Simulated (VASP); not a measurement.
Input of a VASP 6.6.1 run:

Contents of INCAR:

```
SYSTEM = Mg
PREC = Accurate
ENCUT = 520
EDIFF = 1E-6
ISMEAR = -1
SIGMA = 0.05
LREAL = .FALSE.
LASPH = .TRUE.
NELM = 60
ALGO = Normal
ISIF = 2
LWAVE = .FALSE.
LCHARG = .TRUE.
LELF = .TRUE.
LVHAR = .TRUE.
NBANDS = 9
```

File KPOINTS:

```
Automatic mesh
0
G
  12 12 7
  0 0 0
```

POSCAR

```
Mg
1.0
    3.2092715325      0.0000000000      0.0000000000
   -1.6046357662      2.7793106748      0.0000000000
    0.0000000000      0.0000000000      5.2103300000
Mg
2
Direct
    0.3333333333      0.6666666667      0.2500000000
    0.6666666667      0.3333333333      0.7500000000
```

Potentials or basis: VASP PAW LDA potentials, release 64 (Mg).

Run with:

```bash
$ cat potpaw_LDA.64/Mg/POTCAR > POTCAR
$ mpirun -np 1 vasp_std > vasp.out
```

**Question.** Predict the pressure.

**Answer.** -2.8 GPa.

**Question.** What does it give for the band gap on the k mesh?

**Answer.** Zero (band 2 reaches 3.41 eV, above the bottom of band 3 at 1.13 eV).

Stress tensor (GPa, compression positive):
```
-2.54  0.00  0.00
 0.00 -2.54  0.00
 0.00  0.00 -3.42
```
